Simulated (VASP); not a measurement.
Crystal: C.

```
CELL_PARAMETERS angstrom
2.50320 0.00000 0.00000
-1.25160 2.16783 0.00000
0.00000 0.00000 4.31144
ATOMIC_POSITIONS crystal
C 0.33333 0.66667 0.99962
C 0.66667 0.33333 0.49962
C 0.33333 0.66667 0.37538
C 0.66667 0.33333 0.87538
```

This cell differs from its parent crystal: uniaxial z strain +3.4%.

Base run:

| Property | Result |
| --- | --- |
| Program | VASP 6.6.1 |
| Functional | r2SCAN |
| Potentials or basis | VASP PAW PBE potentials, release 64 (C) |
| Cutoff | 520 eV |
| k mesh | 12 × 12 × 6 |
| Occupations | gaussian, width 0.01 eV |
| Spin | no spin polarisation |

Its results: band gap on the k mesh 3.76 eV, indirect (least direct gap 4.51 eV); pressure -12.5 GPa; largest force 0.021 eV/Å.

Question: The run is repeated on the same cell with these changes: functional from r2SCAN to PBE; occupations from gaussian, width 0.01 eV to fermi-dirac, width 0.02 eV. What comes out?

Answer: Band gap on the k mesh 3.50 eV, indirect (least direct gap 4.30 eV); pressure -8.7 GPa; largest force 0.063 eV/Å.

Caveats: the PAW data sets were made with another functional, which shifts forces and pressure a little (some runs).

A k mesh can miss the band edges.
